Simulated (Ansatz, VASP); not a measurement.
# InSe: VASP beside Ansatz

```xyz
8
Lattice="4.0500 0.0000 0.0000 -2.0250 3.5074 0.0000 0.0000 0.0000 30.4763" Properties=species:S:1:pos:R:3 pbc="T T T"
Se    0.0000    2.3383    8.3686
Se    0.0000    2.3383   13.7281
Se    2.0250    1.1691   16.7480
Se    2.0250    1.1691   22.1076
In    2.0250    1.1691    9.6535
In    2.0250    1.1691   12.4482
In    0.0000    2.3383   18.0282
In    0.0000    2.3383   20.8229
```

Alike in both runs: functional PBE; dispersion D3(BJ); k mesh 9 × 9 × 1; occupations gaussian, width 0.05 eV; no spin polarisation.

Ansatz relaxed the structure, and its values are those at the end. VASP's run is a single point on that final structure, the one shown.

|  | VASP | Ansatz |
| --- | --- | --- |
| version | VASP 6.6.1 | Ansatz 0.2.0 |
| potentials or method | VASP PAW PBE potentials, release 64 (Se, In_d), cutoff 520 eV | scalar-relativistic, plane waves, PAW |
| valence electrons in the cell | 76 | 116 |

Ansatz gave:

| Item | Value |
| --- | --- |
| gap on the k mesh at the Fermi level (eV) | 1.00 |
| rms of the force components (eV/Å) | 0.011 |

Problem. What did VASP give for the same quantities?

Solution. gap on the k mesh at the Fermi level (eV): 0.99; rms of the force components (eV/Å): 0.004.

VASP's potentials hold 76 valence electrons a cell and Ansatz's 116, so a difference there can come from the potentials and not from the codes.
